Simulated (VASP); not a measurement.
Write the native input for VASP 6.6.1 that does the following.

- Task: single point
- Functional: PBE0
- Potentials or basis: VASP PAW PBE potentials, release 64 (Sn_d)
- Cutoff: 520 eV
- k mesh: 6 × 6 × 6
- Occupations: fermi-dirac, width 0.05 eV
- Spin: no spin polarisation
- Dipole correction: no
- Grid for exact exchange (PRECFOCK): Normal
- Further INCAR settings: ALGO = Normal; EDIFF = 1e-06; NBANDS = 13
- Share of exact exchange: 0.25

The system is Sn.

```
Sn
1.0
    -1.73797    1.78731    2.35383
     1.73797   -1.78731    2.35383
     1.73797    1.78731   -2.35383
Sn
1
Direct
  0.00000 0.00000 0.00000
```

One way to write it, as run:

POSCAR

```
Sn
1.0
   -1.7379733663      1.7873059321      2.3538281599
    1.7379733663     -1.7873059321      2.3538281599
    1.7379733663      1.7873059321     -2.3538281599
Sn
1
Direct
    0.0000000000      0.0000000000      0.0000000000
```

INCAR.step1

```
SYSTEM = Sn
PREC = Accurate
ENCUT = 520
EDIFF = 1E-5
ISMEAR = -1
SIGMA = 0.05
LREAL = .FALSE.
LASPH = .TRUE.
NELM = 100
ALGO = Normal
ISIF = 2
LWAVE = .TRUE.
LCHARG = .FALSE.
GGA = PE
NBANDS = 13
```

INCAR.step2

```
SYSTEM = Sn
PREC = Accurate
ENCUT = 520
EDIFF = 1E-6
ISMEAR = -1
SIGMA = 0.05
LREAL = .FALSE.
LASPH = .TRUE.
NELM = 100
ALGO = Normal
ISIF = 2
LWAVE = .FALSE.
LCHARG = .FALSE.
GGA = PE
LHFCALC = .TRUE.
AEXX = 0.25
PRECFOCK = Normal
ISTART = 1
NBANDS = 13
```

KPOINTS

```
Automatic mesh
0
G
  6 6 6
  0 0 0
```

Potentials or basis: VASP PAW PBE potentials, release 64 (Sn_d).

Launch:

```sh
$ cat potpaw_PBE.64/Sn_d/POTCAR > POTCAR
$ cp INCAR.step1 INCAR
$ mpirun -np 1 vasp_std > vasp.out
$ cp INCAR.step2 INCAR
$ mpirun -np 1 vasp_std > vasp.out
```

It gave:

The pressure is -2.2 GPa and the band gap on the k mesh is zero (bands 7 and 8 overlap by 10.54 eV).

Caveat: the k points lie up to 0.37 Å⁻¹ apart, too coarse for converged energies and pressures of a metal; the PAW data sets were made with another functional, which shifts forces and pressure a little; spin-orbit coupling is left out, which moves the levels of the heavy elements.

Run time: 39 min on 1 thread of Intel(R) Xeon(R) Platinum 8488C (Sapphire Rapids), on a shared host, peak memory 0.18 GiB.
